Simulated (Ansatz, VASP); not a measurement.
## P in VASP and in Ansatz

```
P
1.0
     4.82450   -4.28760    0.00087
     4.82450    4.28760    0.00087
    -0.02270    0.00000    5.56043
P
8
Direct
  0.84475 0.84475 0.24937
  0.15525 0.15525 0.75063
  0.71570 0.71570 0.57272
  0.28430 0.28430 0.42728
  0.52010 0.77557 0.25148
  0.22443 0.47990 0.74852
  0.47990 0.22443 0.74852
  0.77557 0.52010 0.25148
```

Alike in both runs: functional r2SCAN; k mesh 4 × 4 × 4; occupations gaussian, width 0.02 eV; no spin polarisation.

Ansatz relaxed the structure, and its values are those at the end. VASP's run is a single point on that final structure, the one shown.

|  | VASP | Ansatz |
| --- | --- | --- |
| version | VASP 6.6.1 | Ansatz 0.2.0 |
| potentials or method | VASP PAW PBE potentials, release 64 (P), cutoff 520 eV | scalar-relativistic, plane waves, PAW |
| valence electrons in the cell | 40 | 40 |

|  | VASP | Ansatz | Ansatz less VASP |
| --- | --- | --- | --- |
| gap on the k mesh at the Fermi level (eV) | 3.33 | 3.33 | +0.005 |
| least direct gap on the mesh (eV) | 3.68 | 3.69 | +0.004 |
| pressure (GPa) | -0.6 | 0.0 | +0.62 |
| rms of the force components (eV/Å) | 0.141 | 0.004 | -0.1370 |

VASP's potentials were made for PBE, not for r2SCAN. One of these differences is far larger than is usual between the two programs; its cause wasn't traced. With one functional, cell and mesh, what is left measures potentials, basis and numerics.
